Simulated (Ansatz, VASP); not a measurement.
# CuI in VASP and in Ansatz

```
CELL_PARAMETERS angstrom
4.02566 0.00000 0.00000
0.00000 4.02566 0.00000
0.00000 0.00000 6.50601
ATOMIC_POSITIONS crystal
Cu 0.00000 0.00000 0.00000
Cu 0.50000 0.50000 0.00000
I 0.00000 0.50000 0.25875
I 0.50000 0.00000 0.74125
```

Alike in both runs: functional PBEsol; k mesh 6 × 6 × 4; no spin polarisation.

Ansatz relaxed the structure, and its values are those at the end. VASP's run is a single point on that final structure, the one shown.

|  | VASP | Ansatz |
| --- | --- | --- |
| version | VASP 6.6.1 | Ansatz 0.2.0 |
| potentials or method | VASP PAW PBE potentials, release 64 (Cu, I), cutoff 600 eV | all-electron LAPW, scalar-relativistic |
| occupations | gaussian, width 0.01 eV | fixed |

VASP gave:

```
gap on the k mesh at the Fermi level (eV) : 1.54
pressure (GPa)                            : -0.1
rms of the force components (eV/Å)        : 0.008
```

Problem. What did Ansatz give for the same quantities?

Solution. gap on the k mesh at the Fermi level (eV): 1.53; pressure (GPa): -0.2; rms of the force components (eV/Å): 0.000.

VASP's potentials were made for PBE, not for PBEsol. Ansatz ran all-electron here, and VASP with PAW potentials.

Spin-orbit coupling is off throughout.
